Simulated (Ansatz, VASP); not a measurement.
Two plane-wave programs on AlN

File INCAR:

```
PREC = Accurate ; ENCUT = 600
EDIFF = 1E-6 ; ISMEAR = 1
SIGMA = 0.1 ; LREAL = F
LASPH = T ; NELM = 120
ALGO = Normal ; ISIF = 2
LWAVE = F ; LCHARG = F
GGA = PE ; NBANDS = 16
GGA_COMPAT = F
```

Contents of KPOINTS:

```
regular mesh
0
Gamma
  6 6 3
```

POSCAR

```
AlN
1.0
    3.1130000000      0.0000000000      0.0000000000
   -1.5565000000      2.6959400000      0.0000000000
    0.0000000000      0.0000000000      4.9810000000
Al N
2 2
Direct
    0.3333333333      0.6666666667      0.0000000000
    0.6666666667      0.3333333333      0.5000000000
    0.3333333333      0.6666666667      0.3800000000
    0.6666666667      0.3333333333      0.8800000000
```

Input for Ansatz:

```yaml
crystal:
  lattice:
    - [3.113, 0.0, 0.0]
    - [-1.5565, 2.69594, 0.0]
    - [0.0, 0.0, 4.981]
  atoms:
    - { symbol: Al, position: [0.3333333333333333, 0.6666666666666666, 0.0] }
    - { symbol: Al, position: [0.6666666666666666, 0.3333333333333333, 0.5] }
    - { symbol: "N", position: [0.3333333333333333, 0.6666666666666666, 0.38] }
    - { symbol: "N", position: [0.6666666666666666, 0.3333333333333333, 0.88] }
kpoints:
  mp_grid:
    grid: [6, 6, 3]
  band_path:
    path:
      - [0.0, 0.0, 0.0]
      - [0.5, 0.0, 0.0]
      - [0.33333, 0.33333, 0.0]
      - [0.0, 0.0, 0.0]
      - [0.0, 0.0, 0.5]
      - [0.5, 0.0, 0.5]
    npoints: 10
scf:
  n_extra_bands: 6
  occupations:
    method: cold
output:
  write_density: true
  write_potential: true
  volumetric_format: npy
  elf: true
```

Alike in both runs: task single point; functional PBE; k mesh 6 × 6 × 3; no spin polarisation.

```csv
,VASP,Ansatz
version,VASP 6.6.1,Ansatz 0.2.0
potentials or method,"VASP PAW PBE potentials, release 64 (Al, N)","plane waves, PAW"
plane-wave cutoff (eV),600,420
occupations,"methfessel-paxton of order 1, width 0.1 eV",cold
valence electrons in the cell,16,16
```

Ansatz gave:

| Quantity | Value |
| --- | --- |
| gap on the k mesh at the Fermi level (eV) | 4.21 |

**Question.** Which values does VASP return?

**Answer.** gap on the k mesh at the Fermi level (eV): 4.22.

The k mesh is coarse, so the values compare programs but aren't converged.
